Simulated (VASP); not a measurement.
# AlCo (Pm-3m) in VASP: further runs

The runs below take AlCo through single point, density of states, phonons, with RPBE+D4+U, PBE+D3(BJ)+U, PBE+U.

Everything below comes from runs of VASP 6.6.1. Logs are shortened: lines on timing, memory, paths and dates and some standing lists are left out, and cuts for length are marked.

## Step 1: The cell of the first run

Symmetry: Pm-3m, No. 221, cubic system. Conventional cell: a = 2.819 Å, b = 2.819 Å, c = 2.819 Å, α = 90.00°, β = 90.00°, γ = 90.00°. Within 3.2 Å of Co (site symmetry m-3m) lie 8 Al at 2.44 Å and 6 Co at 2.82 Å. Al (site symmetry m-3m) has 8 Co at 2.44 Å and 6 Al at 2.82 Å within 3.2 Å.

## Step 2: Single point, RPBE+D4+U, collinear spin, ferromagnetic start

File INCAR:

```
PREC     = Accurate       # precision mode
ENCUT    = 600            # plane-wave cutoff, eV
EDIFF    = 1E-6           # SCF threshold, eV
ISMEAR   = -5             # smearing method
SIGMA    = 0.05           # smearing width, eV
LREAL    = False          # projectors in reciprocal space
LASPH    = True           # aspherical terms in the spheres
NELM     = 200            # most SCF steps
ALGO     = Normal         # electronic algorithm
ISIF     = 2              # what is computed and relaxed
LWAVE    = False          # write WAVECAR
LCHARG   = True           # write CHGCAR
ISPIN    = 2              # spin polarisation
MAGMOM   = 2 0            # initial moments
LORBIT   = 11             # projections on sites
LMAXMIX  = 4              # l up to which the mixer works
LDAU     = True           # DFT+U
LDAUTYPE = 2            
LDAUL    = 2 -1           # shell
LDAUU    = 7 0            # U, eV
LDAUJ    = 0 0          
LDAUPRINT= 1            
GGA      = RP             # functional
IVDW     = 13             # dispersion correction
LELF     = True           # ELF
LVHAR    = True         
NBANDS   = 21             # bands
GGA_COMPAT= False
```

File KPOINTS:

```
Automatic mesh
0
Gamma
  9 9 9
```

File POSCAR:

```
AlCo
1.0
    2.8194032100      0.0000000000      0.0000000000
    0.0000000000      2.8194032100      0.0000000000
    0.0000000000      0.0000000000      2.8194032100
Co Al
1 1
Direct
    0.5000000000      0.5000000000      0.5000000000
    0.0000000000      0.0000000000      0.0000000000
```

Potentials or basis: VASP PAW PBE potentials, release 64 (Co_sv, Al).

Run with:

```sh
$ cat potpaw_PBE.64/Co_sv/POTCAR potpaw_PBE.64/Al/POTCAR > POTCAR
$ mpirun -np 1 vasp_std > vasp.out
```

OUTCAR:

```text
PREC = Accurate
   ENCUT = 600
   EDIFF = 1E-6
   ISMEAR = -5
   LREAL = False
   LASPH = True
   NELM = 200
   ISIF = 2
   ISPIN = 2
   LORBIT = 11
   GGA = RP
   IVDW = 13

 ion  position               nearest neighbor table
   1  0.500  0.500  0.500-   2 2.44   2 2.44   2 2.44   2 2.44   2 2.44   2 2.44   2 2.44   2 2.44

   2  0.000  0.000  0.000-   1 2.44   1 2.44   1 2.44   1 2.44   1 2.44   1 2.44   1 2.44   1 2.44

  LATTYP: Found a simple cubic cell.
 ALAT       =     2.8194032100

  Lattice vectors:

 A1 = (   2.8194032100,   0.0000000000,   0.0000000000)
 A2 = (   0.0000000000,   2.8194032100,   0.0000000000)
 A3 = (   0.0000000000,   0.0000000000,   2.8194032100)

Analysis of symmetry for initial positions (statically):
=====================================================================
 Subroutine PRICEL returns:
 Original cell was already a primitive cell.

 Routine SETGRP: Setting up the symmetry group for a
 simple cubic supercell.

 Subroutine GETGRP returns: Found 48 space group operations
 (whereof 48 operations were pure point group operations)
 out of a pool of 48 trial point group operations.

The static configuration has the point symmetry O_h .

Analysis of symmetry for dynamics (positions and initial velocities):
=====================================================================
 Subroutine PRICEL returns:
 Original cell was already a primitive cell.

 Routine SETGRP: Setting up the symmetry group for a
 simple cubic supercell.

 Subroutine GETGRP returns: Found 48 space group operations
 (whereof 48 operations were pure point group operations)
 out of a pool of 48 trial point group operations.

The dynamic configuration has the point symmetry O_h .

Analysis of structural, dynamic, and magnetic symmetry:
=====================================================================
 Subroutine PRICEL returns:
 Original cell was already a primitive cell.

 Routine SETGRP: Setting up the symmetry group for a
 simple cubic supercell.

[... 173 lines left out ...]
  o =  0.8162  v =  0.0000  0.0000  0.0000  0.0000  0.0000  1.0000  0.0000  0.0000  0.0000  0.0000      0.0000  0.0000  0.0000  0.0000  0.0000  0.0000  0.0000  0.0000  0.0000  0.0000
  o =  0.8162  v =  0.0000  0.0000  0.0000  0.0000  0.0000  0.0000 -0.4526  0.0000  0.8917  0.0000      0.0000  0.0000  0.0000  0.0000  0.0000  0.0000  0.0000  0.0000  0.0000  0.0000
  o =  0.8162  v =  0.0000  0.0000  0.0000  0.0000  0.0000  0.0000  0.8917 -0.0000  0.4526 -0.0000      0.0000  0.0000  0.0000  0.0000  0.0000  0.0000  0.0000  0.0000  0.0000  0.0000
  o =  0.8472  v =  0.0000  0.9845  0.0000  0.1751 -0.0000  0.0000  0.0000  0.0000  0.0000  0.0000      0.0000  0.0000  0.0000  0.0000  0.0000  0.0000  0.0000  0.0000  0.0000  0.0000
  o =  0.8472  v =  0.0000 -0.1751  0.0000  0.9845  0.0000  0.0000  0.0000  0.0000  0.0000  0.0000      0.0000  0.0000  0.0000  0.0000  0.0000  0.0000  0.0000  0.0000  0.0000  0.0000
  o =  0.8472  v =  1.0000  0.0000  0.0000  0.0000  0.0000  0.0000  0.0000  0.0000  0.0000  0.0000      0.0000  0.0000  0.0000  0.0000  0.0000  0.0000  0.0000  0.0000  0.0000  0.0000
  o =  0.8923  v =  0.0000 -0.0000  1.0000 -0.0000 -0.0086  0.0000  0.0000  0.0000  0.0000  0.0000      0.0000  0.0000  0.0000  0.0000  0.0000  0.0000  0.0000  0.0000  0.0000  0.0000
  o =  0.8923  v =  0.0000  0.0000  0.0086 -0.0000  1.0000  0.0000  0.0000  0.0000  0.0000  0.0000      0.0000  0.0000  0.0000  0.0000  0.0000  0.0000  0.0000  0.0000  0.0000  0.0000

 number of electron      19.9999964 magnetization       1.5262119

 Free energy of the ion-electron system (eV)
  ---------------------------------------------------
  ext. energy  EPLUGINS =         0.00000000
  ---------------------------------------------------
  free energy    TOTEN  =        -4.95924843 eV

  energy without entropy =       -4.95924843  energy(sigma->0) =       -4.95924843

 E-fermi :  12.4136     XC(G=0): -12.5117

 val. band max:       12.7192520031   @ k =   0.3333   0.3333   0.3333
 cond. band min:      12.3179676098   @ k =   0.3333   0.3333   0.1111
 fundamental gap:     -0.4012843932
 Fermi energy:        12.4135518802

 spin component 1

 k-point     1 :       0.0000    0.0000    0.0000
  band No.  band energies     occupation
      1     -83.3725      1.00000
      2     -46.5912      1.00000
      3     -46.5912      1.00000
      4     -46.5911      1.00000
      5       0.7081      1.00000
      6       5.9528      1.00000
[... 1145 lines left out ...]
     20      33.9762      0.00000
     21      35.4362      0.00000

 [... further k-points ...]

------------------------ aborting loop because EDIFF is reached ----------------------------------------

  DFT-D4 for vdW energy calculation

  Edisp (eV):   -1.75111

  FORCE on cell =-STRESS in cart. coord.  units (eV):
  Direction    XX          YY          ZZ          XY          YZ          ZX
  --------------------------------------------------------------------------------------
  -------------------------------------------------------------------------------------
  Total       3.24309     3.24309     3.24309     0.00000     0.00000     0.00000
  in kB     231.84538   231.84538   231.84538     0.00000     0.00000     0.00000
  external pressure =      231.85 kB  Pullay stress =        0.00 kB

 VOLUME and BASIS-vectors are now :
 -----------------------------------------------------------------------------
  energy-cutoff  :      600.00
  volume of cell :       22.41
      direct lattice vectors                 reciprocal lattice vectors
     2.819403210  0.000000000  0.000000000     0.354684990  0.000000000  0.000000000
     0.000000000  2.819403210  0.000000000     0.000000000  0.354684990  0.000000000
     0.000000000  0.000000000  2.819403210     0.000000000  0.000000000  0.354684990

 POSITION                                       TOTAL-FORCE (eV/Angst)
 -----------------------------------------------------------------------------------
      1.40970      1.40970      1.40970         0.000000      0.000000      0.000000
      0.00000      0.00000      0.00000         0.000000      0.000000      0.000000
 -----------------------------------------------------------------------------------
    total drift:                                0.000000      0.000000     -0.000000

  FREE ENERGIE OF THE ION-ELECTRON SYSTEM (eV)
  ---------------------------------------------------
  free  energy   TOTEN  =        -6.7103631882 eV

  energy  without entropy=       -6.7103631882  energy(sigma->0) =       -6.71036319

 total charge

# of ion       s       p       d       tot
------------------------------------------
    1        2.237   6.140   6.941  15.319
    2        0.396   0.474   0.000   0.870
--------------------------------------------------
tot          2.633   6.614   6.941  16.189

 magnetization (x)

# of ion       s       p       d       tot
------------------------------------------
    1        0.001   0.002   1.672   1.675
    2       -0.009  -0.024   0.000  -0.033
--------------------------------------------------
tot         -0.008  -0.022   1.672   1.641
```

OSZICAR:

```text
N       E                     dE             d eps       ncg     rms          rms(c)
DAV:   1     0.259299279059E+03    0.25930E+03   -0.12466E+04  3896   0.230E+03
[... 13 lines left out ...]
DAV:  15    -0.495906572703E+01    0.19889E-03   -0.93082E-05  4264   0.972E-02    0.223E-02
DAV:  16    -0.495923669629E+01   -0.17097E-03   -0.37454E-05  4315   0.496E-02    0.626E-03
DAV:  17    -0.495923998675E+01   -0.32905E-05   -0.11622E-06  2738   0.123E-02    0.373E-03
DAV:  18    -0.495925799657E+01   -0.18010E-04   -0.44613E-07  1760   0.600E-03    0.162E-03
DAV:  19    -0.495925304476E+01    0.49518E-05   -0.52090E-08  1715   0.332E-03    0.680E-04
DAV:  20    -0.495924917356E+01    0.38712E-05   -0.24358E-08  1710   0.154E-03    0.190E-04
DAV:  21    -0.495924843100E+01    0.74257E-06   -0.45299E-09  1680   0.110E-03
   1 F= -.67103632E+01 E0= -.67103632E+01  d E =0.000000E+00  mag=     1.5262
```

stdout:

```text
POSCAR found type information on POSCAR CoAl
 POSCAR found :  2 types and       2 ions
 scaLAPACK will be used
 -----------------------------------------------------------------------------
[... 23 lines left out ...]
|     Tetrahedron method does not include variations of the Fermi             |
|     occupations, so forces and stress will be inaccurate. We suggest        |
|     using a different smearing scheme ISMEAR = 1 or 2 for metals in         |
|     relaxations.                                                            |
|                                                                             |
 -----------------------------------------------------------------------------
```

Wall time 32 s (1 thread of AMD EPYC 9R45 (Zen 5), shared host); peak memory 0.14 GiB.

What came out:

* Free energy: -6.7104 eV
* Pressure: 23.2 GPa
* Net moment: 1.53 μB per cell
* Site moments: Co +1.68; Al -0.03 μB
* Valence electrons inside the program's atomic spheres: Co 15.32; Al 0.87
* Dispersion energy per atom: -0.876 eV

Eigenvalues of the final occupation matrices:
```tsv
site	spin	trace	eigenvalues
site 1 d	1	4.33	0.85 0.85 0.85 0.89 0.89
site 1 d	2	2.65	0.10 0.10 0.82 0.82 0.82
```

Caveat: the PAW data sets were made with another functional, which shifts forces and pressure a little; pairwise dispersion overbinds metals, which lowers pressure and volume; the U is typed as a test and isn't derived for this compound; tetrahedron occupations give inexact forces and stress in metals. The state reached can hang on the start; a lower one may exist.

## Step 3: Density of states, PBE+D3(BJ)+U, collinear spin, ferromagnetic start

POSCAR is that of step 2.

File INCAR.step1:

```
SYSTEM = AlCo
PREC = Accurate ; ENCUT = 520
EDIFF = 1E-6 ; ISMEAR = -5
SIGMA = 0.05 ; LREAL = .False.
LASPH = .True. ; NELM = 150
ALGO = Normal ; ISIF = 2
LWAVE = .False. ; LCHARG = .True.
ISPIN = 2 ; MAGMOM = 2 0
LMAXMIX = 4 ; LDAU = .True.
LDAUTYPE = 2 ; LDAUL = 2 -1
LDAUU = 4.5 0 ; LDAUJ = 0 0
LDAUPRINT = 1 ; GGA = PE
IVDW = 12 ; NBANDS = 17
```

File KPOINTS.step1:

```
regular mesh
0
Gamma
  9 9 9
  0 0 0
```

File INCAR.step2:

```
SYSTEM = AlCo
PREC = Accurate ; ENCUT = 520
EDIFF = 1E-6 ; ISMEAR = -5
SIGMA = 0.05 ; LREAL = .False.
LASPH = .True. ; NELM = 150
ALGO = Normal ; ISIF = 2
LWAVE = .False. ; LCHARG = .False.
ISPIN = 2 ; MAGMOM = 2 0
LORBIT = 10 ; LMAXMIX = 4
LDAU = .True. ; LDAUTYPE = 2
LDAUL = 2 -1 ; LDAUU = 4.5 0
LDAUJ = 0 0 ; LDAUPRINT = 1
GGA = PE ; IVDW = 12
NEDOS = 2001 ; ICHARG = 11
```

File KPOINTS.step2:

```
regular mesh
0
Gamma
  14 14 14
  0 0 0
```

Potentials or basis: VASP PAW PBE potentials, release 64 (Co, Al).

Run with:

```sh
$ cat potpaw_PBE.64/Co/POTCAR potpaw_PBE.64/Al/POTCAR > POTCAR
$ cp INCAR.step1 INCAR
$ cp KPOINTS.step1 KPOINTS
$ mpirun -np 1 vasp_std > vasp.out
$ cp INCAR.step2 INCAR
$ cp KPOINTS.step2 KPOINTS
$ mpirun -np 1 vasp_std > vasp.out
```

It took 25 s on 1 thread of Intel Xeon 6975P-C (Granite Rapids), shared host; peak memory 0.19 GiB.

The run converged. Its results:

```
Net moment                                            : 0.50 μB per cell
Site moments                                          : Co +0.73; Al -0.04 μB
Valence electrons inside the program's atomic spheres : Co 8.65; Al 0.83
Dispersion energy per atom                            : -0.449 eV
```

Levels at points of the mesh, in eV from the Fermi level:
Spin up:
```csv
k point,band 3,band 4,band 5,band 6,band 7,band 8,band 9,band 10
"(0.00, 0.00, 0.00)",-3.76,-1.51,-1.51,-1.51,6.82,6.82,6.82,9.01
"(0.50, 0.00, 0.00)",-3.26,-2.35,-2.35,-1.40,-0.50,9.10,11.51,11.51
"(0.50, 0.50, 0.00)",-2.16,-2.16,-2.05,-2.05,-1.17,2.66,3.52,13.73
"(0.50, 0.50, 0.50)",-4.37,-1.13,-1.13,3.13,3.13,3.13,5.00,5.52
```
Spin down:
| k point | band 4 | band 5 | band 6 | band 7 | band 8 | band 9 |
| --- | --- | --- | --- | --- | --- | --- |
| (0.00, 0.00, 0.00) | -1.08 | -1.08 | -1.08 | 6.62 | 6.62 | 6.62 |
| (0.50, 0.00, 0.00) | -1.99 | -0.96 | -0.70 | 2.16 | 8.81 | 11.35 |
| (0.50, 0.50, 0.00) | -1.87 | -1.79 | -1.79 | 1.84 | 3.71 | 3.90 |
| (0.50, 0.50, 0.50) | 1.89 | 1.89 | 2.97 | 2.97 | 2.97 | 4.79 |

Eigenvalues of the final occupation matrices:
```
    site  spin  trace               eigenvalues
site 1 d     1   4.24  0.83 0.83 0.86 0.86 0.86
site 1 d     2   3.48  0.45 0.45 0.86 0.86 0.86
```

Caveat: pairwise dispersion overbinds metals, which lowers pressure and volume; the U is typed as a test and isn't derived for this compound; tetrahedron occupations give inexact forces and stress in metals. The state reached can hang on the start; a lower one may exist.

(Continued in part 2 of 2.)
